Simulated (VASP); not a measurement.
# KTaO3: single point with LDA

The system is KTaO3.

```xyz
5
Lattice="4.0147 0.0000 0.0000 0.0000 4.0147 0.0000 0.0000 0.0000 4.0147" Properties=species:S:1:pos:R:3 pbc="T T T"
K     2.0074    2.0074    2.0074
Ta    0.0000    0.0000    0.0000
O     2.0074    0.0000    0.0000
O     0.0000    2.0074    0.0000
O     0.0000    0.0000    2.0074
```

This cell differs from its parent crystal: volume scaled by 1.02.

- Program: VASP 6.6.1
- Task: single point
- Functional: LDA
- Potentials or basis: VASP PAW LDA potentials, release 64 (K_sv, Ta_pv, O)
- Cutoff: 520 eV
- k mesh: 5 × 5 × 5
- Occupations: fermi-dirac, width 0.01 eV
- Spin: no spin polarisation

The pressure is -8.2 GPa and the band gap on the k mesh is 2.09 eV, indirect (least direct gap 2.61 eV).

Levels at points of the mesh, in eV from the valence-band top:
| k point | band 16 | band 17 | band 18 | band 19 | band 20 | band 21 | band 22 | band 23 |
| --- | --- | --- | --- | --- | --- | --- | --- | --- |
| (0.00, 0.00, 0.00) | -0.94 | -0.52 | -0.52 | -0.52 | 2.09 | 2.09 | 2.09 | 6.33 |

It took 15 s on 1 thread of Intel(R) Xeon(R) Platinum 8488C (Sapphire Rapids) (shared host), peak memory 0.15 GiB.

Caveat: spin-orbit coupling is left out, which moves the levels of the heavy elements. A k mesh can miss the band edges.
